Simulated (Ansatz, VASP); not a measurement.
# One calculation of Zn, two programs

File INCAR:

```
SYSTEM = Zn
  PREC = Accurate
  ENCUT = 520
  EDIFF = 1E-7
  ISMEAR = -1
  SIGMA = 0.05
  LREAL = .FALSE.
  LASPH = .TRUE.
  NELM = 80
  ALGO = Normal
  ISIF = 2
  LWAVE = .FALSE.
  LCHARG = .TRUE.
  GGA = CA
  LELF = .TRUE.
  LVHAR = .TRUE.
  NBANDS = 19
```

Contents of KPOINTS:

```
Automatic mesh
0
G
  12 12 7
  0 0 0
```

POSCAR

```
Zn
1.0
    2.7850770257      0.0000000000      0.0000000000
   -1.3925385129      2.4119474558      0.0000000000
    0.0000000000      0.0000000000      4.5118247817
Zn
2
Direct
    0.3333333333      0.6666666667      0.2500000000
    0.6666666667      0.3333333333      0.7500000000
```

Input for Ansatz:

```yaml
crystal:
  lattice:
    - [2.7850770257, 0.0, 0.0]
    - [-1.3925385129, 2.4119474558, 0.0]
    - [0.0, 0.0, 4.5118247817]
  atoms:
    - { symbol: Zn, position: [0.3333333333, 0.6666666667, 0.25] }
    - { symbol: Zn, position: [0.6666666667, 0.3333333333, 0.75] }
kpoints:
  mp_grid: { grid: [12, 12, 7] }
scf:
  occupations: { method: fermi_dirac, width: 0.05 }
hamiltonian:
  xc: lda
  pseudopotentials: { kind: all_electron, lapw: { basis_error: 0.001 } }
output:
  forces: true
  stress: true
  eigenvalues: true
  populations: true
```

Alike in both runs: task single point; functional LDA; k mesh 12 × 12 × 7; occupations fermi-dirac, width 0.05 eV; no spin polarisation.

|  | VASP | Ansatz |
| --- | --- | --- |
| version | VASP 6.6.1 | Ansatz 0.2.0 |
| potentials or method | VASP PAW LDA potentials, release 64 (Zn), cutoff 520 eV | all-electron LAPW, scalar-relativistic |

```tsv
	VASP	Ansatz	Ansatz less VASP
pressure (GPa)	-9.2	-9.6	-0.41
traceless stress, the component that is largest in VASP (GPa)	-1.53	-1.56	-0.030
```

LDA's correlation is that of Perdew and Zunger in VASP and of Perdew and Wang (1992) in Ansatz. Ansatz ran all-electron here, and VASP with PAW potentials.
